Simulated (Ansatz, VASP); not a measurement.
## Two plane-wave programs on BN

```xyz
4
Lattice="2.3307 0.0000 0.0000 -1.1653 2.1704 0.0000 0.0000 0.0000 6.5924" Properties=species:S:1:pos:R:3 pbc="T T T"
B    -0.2418    0.0000    3.2962
B     0.2422    1.4469    0.0000
N     0.2410    0.0000    0.0000
N     0.9240    0.7235    3.2962
```

Change from the starting cell: mode 4 frozen in at -0.260 Å, normal strain along x -0.0700.

Alike in both runs: task single point; functional PBE; dispersion D3(BJ); k mesh 12 × 12 × 4; occupations methfessel-paxton of order 1, width 0.05 eV; no spin polarisation.

|  | VASP | Ansatz |
| --- | --- | --- |
| version | VASP 6.6.1 | Ansatz 0.2.0 |
| potentials or method | VASP PAW PBE potentials, release 64 (B, N), cutoff 520 eV | scalar-relativistic, plane waves, PAW |
| valence electrons in the cell | 16 | 16 |

|  | VASP | Ansatz | Ansatz less VASP |
| --- | --- | --- | --- |
| gap on the k mesh at the Fermi level (eV) | 3.92 | 3.93 | +0.010 |
| least direct gap on the mesh (eV) | 4.28 | 4.29 | +0.008 |
| pressure (GPa) | 32.4 | 32.3 | -0.05 |
| traceless stress, the component that is largest in VASP (GPa) | 49.07 | 48.84 | -0.229 |
| rms of the force components (eV/Å) | 0.805 | 0.804 | -0.0006 |

Atom by atom the forces differ by 0.001 eV/Å (rms over components). Both programs put the cell under a high pressure, so it lies far from rest at this level.
